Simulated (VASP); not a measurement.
# FeNi3 (Pm-3m) in VASP: a series of runs

The runs below take FeNi3 through single point, with PBE.

Program: VASP 6.6.1. These are calculated values, not measurements. Logs are shortened: lines on timing, memory, paths and dates and some standing lists are left out, and cuts for length are marked.

## 1. The cell of the first run

Symmetry: Pm-3m, No. 221, cubic system. The conventional cell has a = 3.545 Å, b = 3.545 Å, c = 3.545 Å, α = 90.00°, β = 90.00°, γ = 90.00°. Within 3.3 Å of Fe (site symmetry m-3m) lie 12 Ni at 2.51 Å. Ni (site symmetry 4/mmm) has 4 Fe at 2.51 Å and 8 Ni at 2.51 Å within 3.3 Å.

## 2. Single point, PBE, collinear spin, ferromagnetic start

The input, INCAR:

```
SYSTEM = FeNi3
PREC = Accurate
ENCUT = 520
EDIFF = 1E-6
ISMEAR = 0
SIGMA = 0.1
LREAL = .False.
LASPH = .True.
NELM = 150
ALGO = Normal
ISIF = 2
LWAVE = .False.
LCHARG = .True.
ISPIN = 2
MAGMOM = -4 -2 -2 -2
LORBIT = 11
LMAXMIX = 4
GGA = PE
LELF = .True.
LVHAR = .True.
NBANDS = 31
```

The input, KPOINTS:

```
regular mesh
0
Gamma
  6 6 6
  0 0 0
```

The input, POSCAR:

```
FeNi3
1.0
    3.5450000800      0.0000000000      0.0000000000
    0.0000000000      3.5450000800      0.0000000000
    0.0000000000      0.0000000000      3.5450000800
Fe Ni
1 3
Direct
    0.0000000000      0.0000000000      0.0000000000
    0.0000000000      0.5000000000      0.5000000000
    0.5000000000      0.0000000000      0.5000000000
    0.5000000000      0.5000000000      0.0000000000
```

Potentials or basis: VASP PAW PBE potentials, release 64 (Fe, Ni).

Command:

```
$ cat potpaw_PBE.64/Fe/POTCAR potpaw_PBE.64/Ni/POTCAR > POTCAR
$ mpirun -np 1 vasp_std > vasp.out
```

OUTCAR:

```text
SYSTEM = FeNi3
   PREC = Accurate
   ENCUT = 520
   EDIFF = 1E-6
   ISMEAR = 0
   LREAL = .False.
   LASPH = .True.
   NELM = 150
   ISIF = 2
   ISPIN = 2
   LORBIT = 11
   GGA = PE

 ion  position               nearest neighbor table
   1  0.000  0.000  0.000-   2 2.51   3 2.51   4 2.51   2 2.51   3 2.51   2 2.51   4 2.51   2 2.51
                             3 2.51   4 2.51   3 2.51   4 2.51
   2  0.000  0.500  0.500-   1 2.51   3 2.51   4 2.51   1 2.51   4 2.51   1 2.51   3 2.51   1 2.51
                             3 2.51   4 2.51   4 2.51   3 2.51
   3  0.500  0.000  0.500-   1 2.51   2 2.51   4 2.51   1 2.51   4 2.51   2 2.51   4 2.51   4 2.51
                             1 2.51   2 2.51   1 2.51   2 2.51
   4  0.500  0.500  0.000-   1 2.51   2 2.51   3 2.51   2 2.51   3 2.51   1 2.51   3 2.51   3 2.51
                             1 2.51   2 2.51   2 2.51   1 2.51

  LATTYP: Found a simple cubic cell.
 ALAT       =     3.5450000800

  Lattice vectors:

 A1 = (   3.5450000800,   0.0000000000,   0.0000000000)
 A2 = (   0.0000000000,   3.5450000800,   0.0000000000)
 A3 = (   0.0000000000,   0.0000000000,   3.5450000800)

Analysis of symmetry for initial positions (statically):
=====================================================================
 Subroutine PRICEL returns:
 Original cell was already a primitive cell.

 Routine SETGRP: Setting up the symmetry group for a
 simple cubic supercell.

 Subroutine GETGRP returns: Found 48 space group operations
 (whereof 48 operations were pure point group operations)
 out of a pool of 48 trial point group operations.

The static configuration has the point symmetry O_h .

Analysis of symmetry for dynamics (positions and initial velocities):
=====================================================================
 Subroutine PRICEL returns:
 Original cell was already a primitive cell.

 Routine SETGRP: Setting up the symmetry group for a
 simple cubic supercell.

 Subroutine GETGRP returns: Found 48 space group operations
 (whereof 48 operations were pure point group operations)
 out of a pool of 48 trial point group operations.

The dynamic configuration has the point symmetry O_h .

Analysis of structural, dynamic, and magnetic symmetry:
=====================================================================
 Subroutine PRICEL returns:
 Original cell was already a primitive cell.

 Routine SETGRP: Setting up the symmetry group for a
 simple cubic supercell.

 Subroutine GETGRP returns: Found 48 space group operations
 (whereof 48 operations were pure point group operations)
 out of a pool of 48 trial point group operations.

The overall configuration has the point symmetry O_h .

 Subroutine INISYM returns: Found 48 space group operations
 (whereof 48 operations are pure point group operations),
 and found     1 'primitive' translations

----------------------------------------------------------------------------------------

                                     Primitive cell

  volume of cell :      44.5501

  direct lattice vectors                    reciprocal lattice vectors
     3.545000080  0.000000000  0.000000000     0.282087441  0.000000000  0.000000000
     0.000000000  3.545000080  0.000000000     0.000000000  0.282087441  0.000000000
     0.000000000  0.000000000  3.545000080     0.000000000  0.000000000  0.282087441

  length of vectors
     3.545000080  3.545000080  3.545000080     0.282087441  0.282087441  0.282087441

  position of ions in fractional coordinates (direct lattice)
     0.000000000  0.000000000  0.000000000
     0.000000000  0.500000000  0.500000000
     0.500000000  0.000000000  0.500000000
     0.500000000  0.500000000  0.000000000

  ion indices of the primitive-cell ions
   primitive index   ion index
                 1           1
                 2           2
                 3           3
                 4           4

----------------------------------------------------------------------------------------

 KPOINTS: regular mesh

Automatic generation of k-mesh.
 Grid dimensions read from file:
 generate k-points for:    6    6    6

 Generating k-lattice:

  Cartesian coordinates                     Fractional coordinates (reciprocal lattice)
     0.047014573  0.000000000  0.000000000     0.166666667  0.000000000  0.000000000
     0.000000000  0.047014573  0.000000000     0.000000000  0.166666667  0.000000000
     0.000000000  0.000000000  0.047014573     0.000000000  0.000000000  0.166666667

  Length of vectors
     0.047014573  0.047014573  0.047014573

  Shift w.r.t. Gamma in fractional coordinates (k-lattice)
     0.000000000  0.000000000  0.000000000

 Subroutine IBZKPT returns following result:
 ===========================================

 Found     20 irreducible k-points:

 Following reciprocal coordinates:
            Coordinates               Weight
  0.000000  0.000000  0.000000      1.000000
  0.166667  0.000000  0.000000      6.000000
  0.333333  0.000000  0.000000      6.000000
  0.500000  0.000000  0.000000      3.000000
  0.166667  0.166667  0.000000     12.000000
  0.333333  0.166667  0.000000     24.000000
[... 12 lines left out ...]
  0.500000  0.500000  0.333333      6.000000
  0.500000  0.500000  0.500000      1.000000
   k-points           NKPTS =     20   k-points in BZ     NKDIM =     20   number of bands    NBANDS=     31
   number of dos      NEDOS =    301   number of ions     NIONS =      4
   total plane-waves  NPLWV =  21952
   dimension x,y,z NGX =    28 NGY =   28 NGZ =   28
   dimension x,y,z NGXF=    56 NGYF=   56 NGZF=   56
   ions per type =               1   3
   NGX,Y,Z   is equivalent  to a cutoff of  13.13, 13.13, 13.13 a.u.
   NGXF,Y,Z  is equivalent  to a cutoff of  26.26, 26.26, 26.26 a.u.
 SYSTEM =  FeNi3
   PREC   = accura    normal or accurate (medium, high low for compatibility)
   ISTART =      0    job   : 0-new  1-cont  2-samecut
   ICHARG =      2    charge: 1-file 2-atom 10-const
   ISPIN  =      2    spin polarized calculation?
   LNONCOLLINEAR =      F non collinear calculations
   LSORBIT =      F    spin-orbit coupling
   LASPH  =      T    aspherical Exc in radial PAW
   ENCUT  =  520.0 eV  38.22 Ry    6.18 a.u.   6.59  6.59  6.59*2*pi/ulx,y,z
   NELM   =    150;   NELMIN=  2; NELMDL= -5     # of ELM steps
   EDIFF  = 0.1E-05   stopping-criterion for ELM
   LREAL  =      F    real-space projection
   EDIFFG = 0.1E-04   stopping-criterion for IOM
   NSW    =      0    number of steps for IOM
   IBRION =     -1    ionic relax: 0-MD 1-quasi-New 2-CG
   NFREE  =      0    steps in history (QN), initial steepest desc. (CG)
   ISIF   =      2    stress and relaxation
   ISYM   =      2    0-nonsym 1-usesym 2-fastsym
   POTIM  = 0.5000    time-step for ionic-motion
   TEBEG  =    0.0;   TEEND  =   0.0 temperature during run
   PSTRESS=    0.0 pullay stress
   NELECT =      38.0000    total number of electrons
   NUPDOWN=      -1.0000    fix difference up-down
   EMIN   =  10.00;   EMAX   =-10.00  energy-range for DOS
   EFERMI =   0.00;   METHOD = LEGACY
   ISMEAR =     0;   SIGMA  =   0.10  broadening in eV -4-tet -1-fermi 0-gaus
   EFERMI_NEDOS =   21; number of points for ismear=-14 and -15
   IALGO  =     38    algorithm
   IMIX   =      4    mixing-type and parameters
     AMIX     =   0.40;   BMIX     =  1.00
     AMIX_MAG =   1.60;   BMIX_MAG =  1.00
  volume/ion in A,a.u.               =      11.14        75.16
  Fermi-wavevector in a.u.,A,eV,Ry     =   1.552577  2.933945 32.796775  2.410495
  Thomas-Fermi vector in A             =   2.656932
   LORBIT       =     11    0 simple, 1 ext, 2 COOP (PROOUT), +10 PAW based schemes
   GGA     = PE    functional components
   LHFCALC =     F    Hartree Fock is set to
   AEXX    =    0.0000 exact exchange contribution
   IVDW    =     0    specifies the selected vdW correction
   LEPSILON=     F    determine dielectric tensor
   LRPA    =     F    only Hartree local field effects (RPA)
 spin polarized calculation
 Gauss-broadening in eV      SIGMA  =   0.10
  energy-cutoff  :      520.00
  volume of cell :       44.55
 maximum number of plane-waves:      1222
 NGX is ok and might be reduce to    28
   NGX = 13   NGY = 13   NGZ = 13

 number of electron      38.0000000 magnetization     -10.0000000

 number of electron      37.9999985 magnetization      -4.8706319

 Free energy of the ion-electron system (eV)
  ---------------------------------------------------
  ext. energy  EPLUGINS =         0.00000000
  ---------------------------------------------------
  free energy    TOTEN  =       -25.01810586 eV

  energy without entropy =      -25.00515973  energy(sigma->0) =      -25.01163280

 E-fermi :   8.5562     XC(G=0): -13.1436

 val. band max:        8.5402332861   @ k =   0.3333   0.1667   0.0000
 cond. band min:       8.5676954718   @ k =   0.0000   0.0000   0.0000
 fundamental gap:      0.0274621857
 Fermi energy:         8.5561817091

 spin component 1

 k-point     1 :       0.0000    0.0000    0.0000
  band No.  band energies     occupation
      1      -0.4548      1.00000
      2       4.3308      1.00000
      3       4.3316      1.00000
      4       4.3316      1.00000
      5       5.0287      1.00000
      6       5.0287      1.00000
[... 669 lines left out ...]
     30      29.8767      0.00000
     31      29.8773      0.00000
 Fermi energy:         8.5561817091

 spin component 2

 k-point     1 :       0.0000    0.0000    0.0000
  band No.  band energies     occupation
      1      -0.4952      1.00000
      2       3.2769      1.00000
      3       3.2769      1.00000
      4       3.9396      1.00000
      5       4.0086      1.00000
      6       4.0086      1.00000
[... 669 lines left out ...]
     30      30.0646      0.00000
     31      30.0684      0.00000

------------------------ aborting loop because EDIFF is reached ----------------------------------------

  FORCE on cell =-STRESS in cart. coord.  units (eV):
  Direction    XX          YY          ZZ          XY          YZ          ZX
  --------------------------------------------------------------------------------------
  -------------------------------------------------------------------------------------
  Total       -0.0139285     -0.0139285     -0.0139285      0.0000000     -0.0000000      0.0000000
  in kB       -0.5009187     -0.5009187     -0.5009187      0.0000000     -0.0000000      0.0000000
  external PRESSURE =      -0.5009187 kB  Pullay stress =       0.0000000 kB

 VOLUME and BASIS-vectors are now :
 -----------------------------------------------------------------------------
  energy-cutoff  :      520.00
  volume of cell :       44.55
      direct lattice vectors                 reciprocal lattice vectors
     3.545000080  0.000000000  0.000000000     0.282087441  0.000000000  0.000000000
     0.000000000  3.545000080  0.000000000     0.000000000  0.282087441  0.000000000
     0.000000000  0.000000000  3.545000080     0.000000000  0.000000000  0.282087441

 POSITION                                       TOTAL-FORCE (eV/Angst)
 -----------------------------------------------------------------------------------
      0.00000      0.00000      0.00000         0.000000      0.000000      0.000000
      0.00000      1.77250      1.77250         0.000000      0.000000      0.000000
      1.77250      0.00000      1.77250         0.000000      0.000000      0.000000
      1.77250      1.77250      0.00000         0.000000      0.000000      0.000000
 -----------------------------------------------------------------------------------
    total drift:                                0.000000      0.000000      0.000000

  FREE ENERGIE OF THE ION-ELECTRON SYSTEM (eV)
  ---------------------------------------------------
  free  energy   TOTEN  =       -25.0181058635 eV

  energy  without entropy=      -25.0051597317  energy(sigma->0) =      -25.01163280

 total charge

# of ion       s       p       d       tot
------------------------------------------
    1        0.474   0.502   6.111   7.087
    2        0.504   0.510   8.321   9.335
    3        0.504   0.510   8.321   9.335
    4        0.504   0.510   8.321   9.335
--------------------------------------------------
tot          1.986   2.033  31.073  35.092

 magnetization (x)

# of ion       s       p       d       tot
------------------------------------------
    1       -0.012   0.000  -2.905  -2.917
    2        0.015   0.044  -0.721  -0.661
    3        0.015   0.044  -0.721  -0.661
    4        0.015   0.044  -0.721  -0.661
--------------------------------------------------
tot          0.032   0.134  -5.067  -4.901
```

Wall time 56 s (1 thread of Intel Xeon Platinum 8259CL at 2.50GHz (Skylake/Cascade Lake), shared host); peak memory 0.19 GiB.

Results:

- Free energy: -25.0181 eV
- Pressure: -0.1 GPa
- Net moment: -4.87 μB per cell
- Site moments: Fe -2.92; Ni -0.66 μB
- Valence electrons inside the program's atomic spheres: Fe 7.09; Ni 9.34

## 3. Single point, PBE, collinear spin, ferromagnetic start

The input, INCAR:

```
ALGO = Normal ; EDIFF = 1E-7
ENCUT = 520 ; GGA = PE
ISIF = 2 ; ISMEAR = 0
ISPIN = 2 ; LASPH = T
LCHARG = F ; LMAXMIX = 4
LORBIT = 11 ; LREAL = F
LWAVE = F ; MAGMOM = -3.21 -0.78 -0.78 -0.78
NBANDS = 31 ; NELM = 150
PREC = Accurate ; SIGMA = 0.1
```

The input, KPOINTS:

```
k-points
0
Gamma
  14 14 14
```

The input, POSCAR:

```
FeNi3
1.0
    3.5442548812      0.0000000000      0.0000000000
    0.0000000000      3.5442548812      0.0000000000
    0.0000000000      0.0000000000      3.5442548812
Fe Ni
1 3
Direct
    0.0000000000      0.0000000000      0.0000000000
    0.0000000000      0.5000000000      0.5000000000
    0.5000000000      0.0000000000      0.5000000000
    0.5000000000      0.5000000000      0.0000000000
```

Potentials or basis: VASP PAW PBE potentials, release 64 (Fe, Ni).

Command:

```
$ cat potpaw_PBE.64/Fe/POTCAR potpaw_PBE.64/Ni/POTCAR > POTCAR
$ mpirun -np 1 vasp_std > vasp.out
```

Run time: 5.3 min. Hardware: 1 thread of Intel Xeon Platinum 8259CL at 2.50GHz (Skylake/Cascade Lake), shared host; peak memory 0.35 GiB.

Results (log left out):

```
Free energy                                           : -25.0081 eV
Pressure                                              : -0.1 GPa
Net moment                                            : -4.80 μB per cell
Site moments                                          : Fe -2.91; Ni -0.64 μB
Valence electrons inside the program's atomic spheres : Fe 7.09; Ni 9.34
```

Levels at points of the mesh, in eV from the Fermi level:
Spin up:
| k point | band 14 | band 15 | band 16 | band 17 | band 18 | band 19 | band 20 | band 21 |
| --- | --- | --- | --- | --- | --- | --- | --- | --- |
| (0.00, 0.00, 0.00) | 0.28 | 0.28 | 0.28 | 0.99 | 0.99 | 1.25 | 1.25 | 1.25 |
| (0.50, 0.00, 0.00) | -0.95 | -0.86 | -0.41 | -0.13 | -0.13 | 0.28 | 0.52 | 0.62 |
| (0.50, 0.50, 0.00) | -1.22 | -1.20 | -0.80 | -0.66 | 0.16 | 0.16 | 0.40 | 1.40 |
| (0.50, 0.50, 0.50) | -0.46 | -0.46 | -0.46 | 0.06 | 0.06 | 0.06 | 0.79 | 0.79 |
Spin down:
```tsv
k point	band 17	band 18	band 19	band 20	band 21	band 22	band 23	band 24	band 25	band 26
(0.00, 0.00, 0.00)	-0.73	-0.73	-0.64	-0.64	-0.64	2.25	2.25	2.25	8.84	8.84
(0.50, 0.00, 0.00)	-1.60	-1.54	-1.43	-1.05	-0.73	-0.64	7.48	7.48	7.52	7.52
(0.50, 0.50, 0.00)	-1.72	-1.72	-1.52	-1.48	0.73	0.73	0.77	0.79	11.14	11.22
(0.50, 0.50, 0.50)	-0.84	-0.80	-0.80	-0.80	-0.50	-0.50	-0.50	-0.37	5.42	5.42
```
